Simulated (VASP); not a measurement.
Write the native input for VASP 6.6.1 that does the following.

```
Task                   : single point
Functional             : r2SCAN
Potentials or basis    : VASP PAW PBE potentials, release 64 (B, As)
Cutoff                 : 520 eV
k mesh                 : 10 × 10 × 10
Occupations            : gaussian, width 0.01 eV
Spin                   : no spin polarisation
Dipole correction      : no
Further INCAR settings : ALGO = Normal; EDIFF = 1e-06; NBANDS = 11
```

The system is BAs.

```
B As
1.0
     0.00000    2.39192    2.39192
     2.39192    0.00000    2.39192
     2.39192    2.39192    0.00000
B As
1 1
Cartesian
  0.0000 0.0000 0.0000
  1.1960 1.1960 1.1960
```

The input as run:

POSCAR

```
BAs
1.0
    0.0000000000      2.3919171773      2.3919171773
    2.3919171773      0.0000000000      2.3919171773
    2.3919171773      2.3919171773      0.0000000000
B As
1 1
Direct
    0.0000000000      0.0000000000      0.0000000000
    0.2500000000      0.2500000000      0.2500000000
```

INCAR.step1

```
PREC = Accurate
ENCUT = 520
ISMEAR = 0
SIGMA = 0.01
LREAL = F
LASPH = T
NELM = 100
NBANDS = 11
GGA = PE
ALGO = Normal
EDIFF = 1E-4
LWAVE = T
LCHARG = F
```

INCAR.step2

```
PREC = Accurate
ENCUT = 520
EDIFF = 1E-6
ISMEAR = 0
SIGMA = 0.01
LREAL = F
LASPH = T
NELM = 100
ALGO = Normal
ISIF = 2
LWAVE = F
LCHARG = F
METAGGA = R2SCAN
LMIXTAU = T
NBANDS = 11
ISTART = 1
```

KPOINTS

```
regular mesh
0
Gamma
  10 10 10
```

Potentials or basis: VASP PAW PBE potentials, release 64 (B, As).

The run is started by

```console
$ cat potpaw_PBE.64/B/POTCAR potpaw_PBE.64/As/POTCAR > POTCAR
$ cp INCAR.step1 INCAR
$ mpirun -np 1 vasp_std > vasp.out
$ cp INCAR.step2 INCAR
$ mpirun -np 1 vasp_std > vasp.out
```

Results of the run:

```yaml
Pressure: 0.2 GPa
Band_gap_on_the_k_mesh: 1.37 eV, indirect (least direct gap 3.44 eV)
```

Caveat: the PAW data sets were made with another functional, which shifts forces and pressure a little.

It took 47 s on 1 thread of AMD EPYC 9R45 96-Core Processor (Zen 5) (shared host), peak memory 0.14 GiB.
